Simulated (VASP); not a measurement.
Write the native input for VASP 6.6.1 that does the following.

```yaml
Task: single point
Functional: PBE
Potentials_or_basis: VASP PAW PBE potentials, release 64 (Hg, H)
Cutoff: 520 eV
k_mesh: 4 × 4 × 4
Occupations: gaussian, width 0.02 eV
Spin: no spin polarisation
Dipole_correction: no
Further_INCAR_settings: ALGO = Normal; EDIFF = 1e-06; NBANDS = 25
```

The structure of HgH3 lies in POSCAR:

```
HgH3
1.0
    7.0205489103      0.0000000000      0.0000000000
    0.0000000000      7.0205489103      0.0000000000
    0.0000000000      0.0000000000      7.0205489103
Hg H
2 6
Direct
    0.5000000000      0.5000000000      0.5000000000
    0.0000000000      0.0000000000      0.0000000000
    0.0535933698      0.5000000000      0.5000000000
    0.9464066302      0.5000000000      0.5000000000
    0.5000000000      0.0535933698      0.5000000000
    0.5000000000      0.9464066302      0.5000000000
    0.5000000000      0.5000000000      0.0535933698
    0.5000000000      0.5000000000      0.9464066302
```

This cell differs from its parent crystal: volume scaled by 0.94, then relaxed in part.

One way to write it, as run:

INCAR

```
PREC = Accurate
ENCUT = 520
EDIFF = 1E-6
ISMEAR = 0
SIGMA = 0.02
LREAL = False
LASPH = True
NELM = 80
ALGO = Normal
ISIF = 2
LWAVE = False
LCHARG = False
GGA = PE
NBANDS = 25
```

KPOINTS

```
Automatic mesh
0
Gamma
  4 4 4
```

Potentials or basis: VASP PAW PBE potentials, release 64 (Hg, H).

Run with:

```sh
$ cat potpaw_PBE.64/Hg/POTCAR potpaw_PBE.64/H/POTCAR > POTCAR
$ mpirun -np 1 vasp_std > vasp.out
```

Results of the run:

| Quantity | Value |
| --- | --- |
| Pressure | 0.0 GPa |
| Largest force | 0.011 eV/Å |
| Band gap on the k mesh | 4.77 eV, direct |

Caveat: spin-orbit coupling is left out, which moves the levels of the heavy elements.

It took 110 s on 1 thread of Intel Xeon 6975P-C, with other jobs on the host, peak memory 0.44 GiB.
